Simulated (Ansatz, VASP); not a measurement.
## PbO2: VASP beside Ansatz

```xyz
3
Lattice="0.0000 2.7020 2.7020 2.7020 0.0000 2.7020 2.7020 2.7020 0.0000" Properties=species:S:1:pos:R:3 pbc="T T T"
Pb    0.0000    0.0000    0.0000
O     4.0530    4.0530    4.0530
O     1.3510    1.3510    1.3510
```

Alike in both runs: task single point; functional PBE; k mesh 9 × 9 × 9; occupations gaussian, width 0.029 eV; no spin polarisation.

|  | VASP | Ansatz |
| --- | --- | --- |
| version | VASP 6.6.1 | Ansatz 0.2.0 |
| potentials or method | VASP PAW PBE potentials, release 64 (Pb_d, O) | Ansatz PAW |
| plane-wave cutoff (eV) | 520 | 420 |
| valence electrons in the cell | 26 | 26 |

|  | VASP | Ansatz | Ansatz less VASP |
| --- | --- | --- | --- |
| gap on the k mesh at the Fermi level (eV) | none | none | - |
| pressure (GPa) | 0.6 | 0.4 | -0.20 |

A gap of «none» marks a metal or a gap that the smearing closes. With one functional, cell and mesh, what is left measures potentials, basis and numerics.

Neither program's run includes spin-orbit coupling.
